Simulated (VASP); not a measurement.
The system is Ti.

```
Ti
1.0
     0.00000    2.03000    2.03000
     2.03000    0.00000    2.03000
     2.03000    2.03000    0.00000
Ti
1
Cartesian
  0.0000 0.0000 0.0000
```

```yaml
Program: VASP 6.6.1
Task: relaxation of cell and atoms
Functional: LDA
Potentials_or_basis: VASP PAW LDA potentials, release 64 (Ti_sv)
Cutoff: 600 eV
k_mesh: 11 × 11 × 11
Occupations: gaussian, width 0.05 eV
Spin: no spin polarisation
```

At the start: pressure -5.4 GPa; volume 16.73 Å³/atom.

How do energy, volume and symmetry change on relaxing?

Over 3 steps the energy falls by 13.6 meV/atom and the volume is 15.96 Å³/atom (-4.6 %); space group Fm-3m (No. 225, to 0.05 Å).

The path:
```tsv
step	energy change (eV)	largest force (eV/Å)	pressure (GPa)	volume (Å³)
1	0.0000	0.0000	-5.40	16.73
2	-0.0056	0.0000	4.74	15.40
3	-0.0136	0.0000	0.01	15.96
```

Final structure:
```
Ti
1.0
     0.00000    1.99831    1.99831
     1.99831    0.00000    1.99831
     1.99831    1.99831    0.00000
Ti
1
Cartesian
  0.0000 0.0000 0.0000
```
